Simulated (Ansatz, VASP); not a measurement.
## CaSe in VASP and in Ansatz

```
Ca Se
1.0
     4.10772    0.00000    0.00000
    -2.05386    3.57814    0.00000
     0.00000    0.00000    7.16250
Ca Se
2 2
Direct
  0.00000 0.00000 0.00000
  0.00000 0.00000 0.50000
  0.33270 0.66539 0.25000
  0.66730 0.33461 0.75000
```

Change from the starting cell: uniaxial_x strain -0.6%.

Alike in both runs: task single point; functional PBE; k mesh 12 × 12 × 4; occupations fermi-dirac, width 0.02 eV; no spin polarisation.

|  | VASP | Ansatz |
| --- | --- | --- |
| version | VASP 6.6.1 | Ansatz 0.2.0 |
| potentials or method | VASP PAW PBE potentials, release 64 (Ca_sv, Se) | plane waves, PAW |
| plane-wave cutoff (eV) | 520 | 420 |
| valence electrons in the cell | 32 | 52 |

Ansatz gave:

- gap on the k mesh at the Fermi level (eV): 2.17
- pressure (GPa): 0.9
- traceless stress, the component that is largest in VASP (GPa): 0.17

Q: Which values does VASP return?

A: gap on the k mesh at the Fermi level (eV): 2.16; pressure (GPa): 1.1; traceless stress, the component that is largest in VASP (GPa): 0.16.

VASP's potentials hold 32 valence electrons a cell and Ansatz's 52, so a difference there can come from the potentials and not from the codes.
